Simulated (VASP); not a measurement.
# Ni in VASP: notebook, part 2 of 2

VASP 6.6.1.

**3. Single point, PBE, collinear spin, ferromagnetic start**

This run uses another cell than the first one: it holds 7 atoms, not 4.

INCAR

```
SYSTEM = Ni
PREC     = Accurate       ! precision mode
ENCUT    = 520            ! plane-wave cutoff, eV
EDIFF    = 1E-7           ! SCF threshold, eV
ISMEAR   = 0              ! smearing method
SIGMA    = 0.1            ! smearing width, eV
LREAL    = .FALSE.        ! projectors in reciprocal space
LASPH    = .TRUE.         ! aspherical terms in the spheres
NELM     = 150            ! most SCF steps
ALGO     = Normal         ! electronic algorithm
ISIF     = 2              ! what is computed and relaxed
LWAVE    = .FALSE.        ! write WAVECAR
LCHARG   = .FALSE.        ! write CHGCAR
ISPIN    = 2              ! spin polarisation
MAGMOM   = 0.75 0.75 0.75 0.75 0.75 0.75 0.75 ! initial moments
LORBIT   = 11             ! projections on sites
LMAXMIX  = 4              ! l up to which the mixer works
LDIPOL   = .TRUE.       
IDIPOL   = 3            
DIPOL    = 0.5 0.5 0.500
GGA      = PE             ! functional
NBANDS   = 48             ! bands
```

KPOINTS

```
Automatic mesh
0
G
  15 15 1
  0 0 0
```

POSCAR

```
Ni
1.0
    2.4879380992      0.0000000000      0.0000000000
   -1.2439690496      2.1546175970      0.0000000000
    0.0000000000      0.0000000000     27.1883577096
Ni
7
Direct
    0.6666666667      0.3333333333      0.2770432625
    0.3333333333      0.6666666667      0.3506359053
    0.0000000000      0.0000000000      0.4252230593
    0.6666666667      0.3333333333      0.4999999775
    0.3333333333      0.6666666667      0.5747769096
    0.0000000000      0.0000000000      0.6493641068
    0.6666666667      0.3333333333      0.7229567791
```

Potentials or basis: VASP PAW PBE potentials, release 64 (Ni).

Started as:

```bash
> cat potpaw_PBE.64/Ni/POTCAR > POTCAR
> mpirun -np 1 vasp_std > vasp.out
```

OUTCAR:

```text
SYSTEM = Ni
   PREC = Accurate
   ENCUT = 520
   EDIFF = 1E-7
   ISMEAR = 0
   LREAL = .FALSE.
   LASPH = .TRUE.
   NELM = 150
   ISIF = 2
   ISPIN = 2
   LORBIT = 11
   GGA = PE

 ion  position               nearest neighbor table
   1  0.667  0.333  0.277-   2 2.46   2 2.46   2 2.46
   2  0.333  0.667  0.351-   1 2.46   1 2.46   1 2.46   3 2.49   3 2.49   3 2.49
   3  0.000  0.000  0.425-   2 2.49   2 2.49   2 2.49   4 2.49   4 2.49   4 2.49
   4  0.667  0.333  0.500-   3 2.49   3 2.49   3 2.49   5 2.49   5 2.49   5 2.49
   5  0.333  0.667  0.575-   6 2.49   6 2.49   6 2.49   4 2.49   4 2.49   4 2.49
   6  0.000  0.000  0.649-   7 2.46   7 2.46   7 2.46   5 2.49   5 2.49   5 2.49
   7  0.667  0.333  0.723-   6 2.46   6 2.46   6 2.46

  LATTYP: Found a hexagonal cell.
 ALAT       =     2.4879380992
 C/A-ratio  =    10.9280683946

  Lattice vectors:

 A1 = (   2.4879380992,   0.0000000000,   0.0000000000)
 A2 = (  -1.2439690496,   2.1546175970,   0.0000000000)
 A3 = (   0.0000000000,   0.0000000000,  27.1883577096)

Analysis of symmetry for initial positions (statically):
=====================================================================
 Subroutine PRICEL returns:
 Original cell was already a primitive cell.

 Routine SETGRP: Setting up the symmetry group for a
 hexagonal supercell.

 Subroutine GETGRP returns: Found 12 space group operations
 (whereof  6 operations were pure point group operations)
 out of a pool of 24 trial point group operations.

The static configuration has the point symmetry C_3v.
 The point group associated with its full space group is D_3d.

Analysis of symmetry for dynamics (positions and initial velocities):
=====================================================================
 Subroutine PRICEL returns:
 Original cell was already a primitive cell.

 Routine SETGRP: Setting up the symmetry group for a
 hexagonal supercell.

 Subroutine GETGRP returns: Found 12 space group operations
 (whereof  6 operations were pure point group operations)
 out of a pool of 24 trial point group operations.

The dynamic configuration has the point symmetry C_3v.
 The point group associated with its full space group is D_3d.

Analysis of structural, dynamic, and magnetic symmetry:
=====================================================================
 Subroutine PRICEL returns:
 Original cell was already a primitive cell.

 Routine SETGRP: Setting up the symmetry group for a
 hexagonal supercell.

 Subroutine GETGRP returns: Found 12 space group operations
 (whereof  6 operations were pure point group operations)
 out of a pool of 24 trial point group operations.

The overall configuration has the point symmetry C_3v.
 The point group associated with its full space group is D_3d.

 Subroutine INISYM returns: Found 12 space group operations
 (whereof  6 operations are pure point group operations),
 and found     1 'primitive' translations

----------------------------------------------------------------------------------------

                                     Primitive cell

  volume of cell :     145.7447

  direct lattice vectors                    reciprocal lattice vectors
     2.487938099  0.000000000  0.000000000     0.401939261  0.232059740  0.000000000
[... 112 lines left out ...]
   EFERMI_NEDOS =   21; number of points for ismear=-14 and -15
   IALGO  =     38    algorithm
   IMIX   =      4    mixing-type and parameters
     AMIX     =   0.40;   BMIX     =  1.00
     AMIX_MAG =   1.60;   BMIX_MAG =  1.00
  volume/ion in A,a.u.               =      20.82       140.50
  Fermi-wavevector in a.u.,A,eV,Ry     =   1.282065  2.422751 22.363757  1.643690
  Thomas-Fermi vector in A             =   2.414398
   LORBIT       =     11    0 simple, 1 ext, 2 COOP (PROOUT), +10 PAW based schemes
   GGA     = PE    functional components
   LHFCALC =     F    Hartree Fock is set to
   AEXX    =    0.0000 exact exchange contribution
   IVDW    =     0    specifies the selected vdW correction
   LEPSILON=     F    determine dielectric tensor
   LRPA    =     F    only Hartree local field effects (RPA)
 spin polarized calculation
 Gauss-broadening in eV      SIGMA  =   0.10
  energy-cutoff  :      520.00
  volume of cell :      145.74
 maximum number of plane-waves:      3966
 NGX is ok and might be reduce to    20
   NGX =  9   NGY =  9   NGZ =101

 dipolmoment           0.000000      0.000000     -0.000000 electrons x Angstroem

 number of electron      69.9999992 magnetization       4.6245115

 dipolmoment           0.000000      0.000000      0.000006 electrons x Angstroem

 Free energy of the ion-electron system (eV)
  ---------------------------------------------------
  ext. energy  EPLUGINS =         0.00000000
  ---------------------------------------------------
  free energy    TOTEN  =       -37.04802255 eV

  energy without entropy =      -36.98677034  energy(sigma->0) =      -37.01739645

 E-fermi :   2.5571     XC(G=0):  -7.6042

 val. band max:        2.5567070669   @ k =   0.2667   0.2000   0.0000
 cond. band min:       2.5629423098   @ k =   0.4000   0.0667   0.0000
 fundamental gap:      0.0062352428
 Fermi energy:         2.5570581264

 spin component 1

 k-point     1 :       0.0000    0.0000    0.0000
  band No.  band energies     occupation
      1      -6.2976      1.00000
      2      -5.8070      1.00000
      3      -4.9846      1.00000
      4      -3.9751      1.00000
      5      -3.0115      1.00000
      6      -2.4657      1.00000
[... 1189 lines left out ...]
     46      10.5259      0.00000
     47      11.3099      0.00000

 [... further k-points ...]

 spin component 2

 k-point     1 :       0.0000    0.0000    0.0000
  band No.  band energies     occupation
      1      -6.3339      1.00000
      2      -5.8411      1.00000
      3      -5.0108      1.00000
      4      -3.9719      1.00000
      5      -2.9125      1.00000
      6      -2.1785      1.00000
[... 1189 lines left out ...]
     46      10.7187      0.00000
     47      11.4894      0.00000

 [... further k-points ...]

 [bands above 47 left out]

------------------------ aborting loop because EDIFF is reached ----------------------------------------

 vacuum level on the upper side and lower side of the slab       (xc-potential included)        -0.023        -0.023

  FORCE on cell =-STRESS in cart. coord.  units (eV):
  Direction    XX          YY          ZZ          XY          YZ          ZX
  --------------------------------------------------------------------------------------
  -------------------------------------------------------------------------------------
  Total       -1.3282176     -1.3282176      0.0086981      0.0000000     -0.0000000     -0.0000000
  in kB      -14.6011506    -14.6011506      0.0956180      0.0000000     -0.0000000     -0.0000000
  external PRESSURE =      -9.7022277 kB  Pullay stress =       0.0000000 kB

 VOLUME and BASIS-vectors are now :
 -----------------------------------------------------------------------------
  energy-cutoff  :      520.00
  volume of cell :      145.74
      direct lattice vectors                 reciprocal lattice vectors
     2.487938099  0.000000000  0.000000000     0.401939261  0.232059740  0.000000000
    -1.243969050  2.154617597  0.000000000     0.000000000  0.464119481  0.000000000
     0.000000000  0.000000000 27.188357710     0.000000000  0.000000000  0.036780449

 POSITION                                       TOTAL-FORCE (eV/Angst)
 -----------------------------------------------------------------------------------
      1.24397      0.71821      7.53235        -0.000000      0.000000     -0.001915
     -0.00000      1.43641      9.53321         0.000000      0.000000      0.000568
      0.00000      0.00000     11.56112         0.000000      0.000000      0.000874
      1.24397      0.71821     13.59418        -0.000000      0.000000      0.000000
     -0.00000      1.43641     15.62724        -0.000000      0.000000     -0.000874
      0.00000      0.00000     17.65514         0.000000      0.000000     -0.000568
      1.24397      0.71821     19.65601         0.000000     -0.000000      0.001915
 -----------------------------------------------------------------------------------
    total drift:                               -0.000001      0.000000      0.001057

  FREE ENERGIE OF THE ION-ELECTRON SYSTEM (eV)
  ---------------------------------------------------
  free  energy   TOTEN  =       -37.0480225538 eV

  energy  without entropy=      -36.9867703414  energy(sigma->0) =      -37.01739645

 vacuum level on the upper side and lower side of the slab         7.590         7.590

 total charge

# of ion       s       p       d       tot
------------------------------------------
    1        0.493   0.387   8.306   9.186
    2        0.497   0.502   8.316   9.314
    3        0.498   0.497   8.314   9.309
    4        0.497   0.496   8.315   9.309
    5        0.498   0.497   8.314   9.309
    6        0.497   0.502   8.316   9.314
    7        0.493   0.387   8.306   9.186
--------------------------------------------------
tot          3.472   3.267  58.188  64.927

 magnetization (x)

# of ion       s       p       d       tot
------------------------------------------
    1       -0.005  -0.023   0.728   0.700
    2       -0.007  -0.026   0.726   0.693
    3       -0.006  -0.026   0.680   0.647
    4       -0.007  -0.025   0.674   0.642
    5       -0.006  -0.026   0.680   0.647
    6       -0.007  -0.026   0.726   0.693
    7       -0.005  -0.023   0.728   0.700
--------------------------------------------------
tot         -0.042  -0.177   4.940   4.721
```

It took 45 min on 1 thread of Intel Xeon 8259CL, shared host; peak memory 0.48 GiB.

What came out:

```
Free energy                                           : -37.0480 eV
Net moment                                            : 4.62 μB per cell
Site moments                                          : Ni +0.70, +0.69, +0.65, +0.64 (each value once) μB
Valence electrons inside the program's atomic spheres : Ni 9.19, 9.31 (each value once)
```

Levels at points of the mesh, in eV from the Fermi level:
Spin up:
| k point | band 34 | band 35 | band 36 | band 37 | band 38 | band 39 | band 40 | band 41 | band 42 | band 43 |
| --- | --- | --- | --- | --- | --- | --- | --- | --- | --- | --- |
| (0.00, 0.00, 0.00) | -1.10 | -1.10 | -0.86 | -0.86 | -0.71 | -0.71 | -0.64 | -0.64 | -0.20 | 0.15 |
Spin down:
```
           k point  band 28  band 29  band 30  band 31  band 32  band 33  band 34  band 35  band 36  band 37
(0.00, 0.00, 0.00)    -0.69    -0.69    -0.69    -0.69    -0.58    -0.58    -0.41    -0.41    -0.15    -0.15
```
